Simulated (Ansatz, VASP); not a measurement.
# One calculation of In, two programs

```xyz
1
Lattice="3.2099 0.0000 0.0000 0.0000 3.2099 0.0000 0.0000 0.0000 3.2099" Properties=species:S:1:pos:R:3 pbc="T T T"
In    0.0000    0.0000    0.0000
```

Alike in both runs: task single point; functional PBE; k mesh 11 × 11 × 11; occupations fermi-dirac, width 0.1 eV; no spin polarisation.

|  | VASP | Ansatz |
| --- | --- | --- |
| version | VASP 6.6.1 | Ansatz 0.2.0 |
| potentials or method | VASP PAW PBE potentials, release 64 (In_d), cutoff 520 eV | plane waves (420 eV) with PAW, scalar-relativistic |
| valence electrons in the cell | 13 | 13 |

VASP gave:

- pressure (GPa): -2.6

**Question.** Which values does Ansatz return?

**Answer.** Pressure (GPa): -2.5.
